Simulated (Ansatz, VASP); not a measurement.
## One calculation of Hf, two programs

```xyz
2
Lattice="3.1190 0.0000 0.0000 0.0000 4.9418 0.0000 0.0000 0.0000 16.9004" Properties=species:S:1:pos:R:3 pbc="T T T"
Hf    2.3393    3.7064    8.0689
Hf    0.7798    1.2355    8.8315
```

Alike in both runs: functional LDA; k mesh 12 × 8 × 1; occupations fermi-dirac, width 0.05 eV; no spin polarisation.

Ansatz relaxed the structure, and its values are those at the end. VASP's run is a single point on that final structure, the one shown.

|  | VASP | Ansatz |
| --- | --- | --- |
| version | VASP 6.6.1 | Ansatz 0.2.0 |
| potentials or method | VASP PAW LDA potentials, release 64 (Hf_pv), cutoff 520 eV | all-electron LAPW, scalar-relativistic |

|  | VASP | Ansatz | Ansatz less VASP |
| --- | --- | --- | --- |
| rms of the force components (eV/Å) | 0.011 | 0.002 | -0.0083 |

LDA's correlation is that of Perdew and Zunger in VASP and of Perdew and Wang (1992) in Ansatz. Ansatz ran all-electron here, and VASP with PAW potentials.

Spin-orbit coupling is off throughout.
